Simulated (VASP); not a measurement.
A run of VASP 6.6.1 is set up as follows.

Contents of INCAR:

```
SYSTEM = TiTe2
PREC     = Accurate       ! precision mode
ENCUT    = 520            ! plane-wave cutoff, eV
EDIFF    = 1E-6           ! SCF threshold, eV
ISMEAR   = -1             ! smearing method
SIGMA    = 0.02           ! smearing width, eV
LREAL    = .FALSE.        ! projectors in reciprocal space
LASPH    = .TRUE.         ! aspherical terms in the spheres
NELM     = 100            ! most SCF steps
ALGO     = Normal         ! electronic algorithm
ISIF     = 2              ! what is computed and relaxed
LWAVE    = .FALSE.        ! write WAVECAR
LCHARG   = .FALSE.        ! write CHGCAR
GGA      = PS             ! functional
NBANDS   = 19             ! bands
```

Contents of KPOINTS:

```
Automatic mesh
0
G
  6 6 6
  0 0 0
```

Contents of POSCAR:

```
TiTe2
1.0
    1.8876707345      1.0898472067      6.8686281622
   -1.8876707345      1.0898472067      6.8686281622
    0.0000000000     -2.1796944134      6.8686281622
Ti Te
1 2
Direct
    0.0000000000      0.0000000000      0.0000000000
    0.2506047259      0.2506047259      0.2506047259
    0.7493952741      0.7493952741      0.7493952741
```

Potentials or basis: VASP PAW PBE potentials, release 64 (Ti_sv, Te).

The run is started by

```sh
$ cat potpaw_PBE.64/Ti_sv/POTCAR potpaw_PBE.64/Te/POTCAR > POTCAR
$ mpirun -np 1 vasp_std > vasp.out
```

(1) Predict the largest force.

(2) Estimate the pressure.

(3) What does it give for the band gap on the k mesh?

Results:

(1) 0.077 eV/Å.

(2) -1.9 GPa.

(3) zero (bands 12 and 13 overlap by 0.63 eV).

Caveat: the PAW data sets were made with another functional, which shifts forces and pressure a little; spin-orbit coupling is left out, which moves the levels of the heavy elements.
